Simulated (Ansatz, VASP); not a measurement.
AlGa3N4 in VASP and in Ansatz

File INCAR:

```
ALGO = Normal ; EDIFF = 1E-6
ENCUT = 520 ; GGA = PS
ISIF = 2 ; ISMEAR = 0
LASPH = True ; LCHARG = False
LREAL = False ; LWAVE = False
NBANDS = 41 ; NELM = 60
PREC = Accurate ; SIGMA = 0.05
```

The input KPOINTS:

```
k-points
0
Gamma
  6 6 6
```

File POSCAR:

```
AlGa3N4
1.0
    4.2589415476      0.0000000000      0.0000000000
    0.0000000000      4.4675774128      0.0000000000
    0.0000000000      0.0000000000      4.4675774128
Al Ga N
1 3 4
Direct
    0.0000000000      0.0000000000      0.0000000000
    0.4447127655      0.5000001009      0.0000000000
    0.5552872345      0.0000000000      0.4999992340
    0.0000000000      0.4999998991      0.5000007660
    0.7550466747      0.7379830624      0.2278905155
    0.7550461397      0.2620164648      0.7721095468
    0.2449537981      0.7721097520      0.7379832676
    0.2449533875      0.2278907208      0.2620166701
```

Input for Ansatz:

```yaml
crystal:
  lattice:
    - [4.2589415476, 0.0, 0.0]
    - [0.0, 4.4675774128, 0.0]
    - [0.0, 0.0, 4.4675774128]
  atoms:
    - { symbol: Al, position: [0.0, 0.0, 0.0] }
    - { symbol: Ga, position: [0.4447127655, 0.5000001009, 0.0] }
    - { symbol: Ga, position: [0.5552872345, 0.0, 0.499999234] }
    - { symbol: Ga, position: [0.0, 0.4999998991, 0.500000766] }
    - { symbol: "N", position: [0.7550466747, 0.7379830624, 0.2278905155] }
    - { symbol: "N", position: [0.7550461397, 0.2620164648, 0.7721095468] }
    - { symbol: "N", position: [0.2449537981, 0.772109752, 0.7379832676] }
    - { symbol: "N", position: [0.2449533875, 0.2278907208, 0.2620166701] }
basis:
  ecutwfc: 520.0
kpoints:
  mp_grid: { grid: [6, 6, 6] }
hamiltonian:
  xc: pbesol
  pseudopotentials: { kind: paw, azcp: { folder: soft_1 } }
scf:
  occupations: { method: gaussian, width: 0.05 }
output:
  forces: true
  stress: true
  eigenvalues: true
```

Change from the starting cell: mode 4 frozen in at -0.247 Å, normal strain along x -0.0467.

Alike in both runs: task single point; functional PBEsol; k mesh 6 × 6 × 6; occupations gaussian, width 0.05 eV; no spin polarisation.

|  | VASP | Ansatz |
| --- | --- | --- |
| version | VASP 6.6.1 | Ansatz 0.2.0 |
| potentials or method | VASP PAW PBE potentials, release 64 (Al, Ga_d, N), cutoff 520 eV | scalar-relativistic, plane waves, PAW |
| valence electrons in the cell | 62 | 62 |

```csv
,VASP,Ansatz,Ansatz less VASP
gap on the k mesh at the Fermi level (eV),2.42,2.41,-0.015
least direct gap on the mesh (eV),2.42,2.41,-0.015
pressure (GPa),8.8,8.9,+0.15
"traceless stress, the component that is largest in VASP (GPa)",1.38,1.35,-0.037
rms of the force components (eV/Å),0.594,0.592,-0.0024
```

VASP's potentials were made for PBE, not for PBEsol, and Ansatz warns of the same on its side. Atom by atom the forces differ by 0.009 eV/Å (rms over components). Ansatz's warnings: structure snapped to symmetry.
